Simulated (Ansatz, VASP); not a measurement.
## Co: VASP beside Ansatz

Contents of INCAR:

```
ALGO = Normal ; EDIFF = 1E-8
ENCUT = 520 ; GGA = PE
ISIF = 2 ; ISMEAR = -1
ISPIN = 2 ; LASPH = T
LCHARG = F ; LEFG = T
LMAXMIX = 4 ; LORBIT = 11
LREAL = F ; LWAVE = F
MAGMOM = 2 2 ; NBANDS = 20
NELM = 150 ; PREC = Accurate
SIGMA = 0.05
```

Contents of KPOINTS:

```
k-points
0
Gamma
  19 19 10
```

The input POSCAR:

```
Co
1.0
    2.4686208520      0.0000000000      0.0000000000
   -1.2343104260      2.1378883702      0.0000000000
    0.0000000000      0.0000000000      4.0910000000
Co
2
Direct
    0.3333333333      0.6666666667      0.2500000000
    0.6666666667      0.3333333333      0.7500000000
```

Input for Ansatz:

```yaml
crystal:
  lattice:
    - [2.468620852, 0.0, 0.0]
    - [-1.234310426, 2.1378883702, 0.0]
    - [0.0, 0.0, 4.091]
  atoms:
    - { symbol: Co, position: [0.3333333333, 0.6666666667, 0.25], spin: 2.0 }
    - { symbol: Co, position: [0.6666666667, 0.3333333333, 0.75], spin: 2.0 }
magnetization:
  spin_polarized: true
kpoints:
  mp_grid: { grid: [19, 19, 10] }
scf:
  occupations: { method: fermi_dirac, width: 0.05 }
hamiltonian:
  xc: pbe
  pseudopotentials: { kind: all_electron, datasets: crystal }
output:
  forces: true
  stress: true
  eigenvalues: true
  efg: { contact_densities: true }
```

Change from the starting cell: equal xx and yy strain of -2 %, crystal datasets.

Alike in both runs: task electric field gradients; functional PBE; k mesh 19 × 19 × 10; occupations fermi-dirac, width 0.05 eV; collinear spin.

```csv
,VASP,Ansatz
version,VASP 6.6.1,Ansatz 0.2.0
potentials or method,"VASP PAW PBE potentials, release 64 (Co), cutoff 520 eV","all-electron PAW with datasets made for the crystal, scalar-relativistic"
```

```tsv
	VASP	Ansatz	Ansatz less VASP
pressure (GPa)	0.7	1.4	+0.71
traceless stress, the component that is largest in VASP (GPa)	-5.02	-5.06	-0.035
net moment per atom (μB)	1.60	1.62	+0.011
size of the moment on the site where the two differ most (μB)	1.62	1.69	+0.068
size of Vzz on the site where it differs most (V/Å²)	4.0	3.1	-0.94
```

Site moments also hang on the region over which each program counts them. Ansatz ran all-electron here, and VASP with PAW potentials.
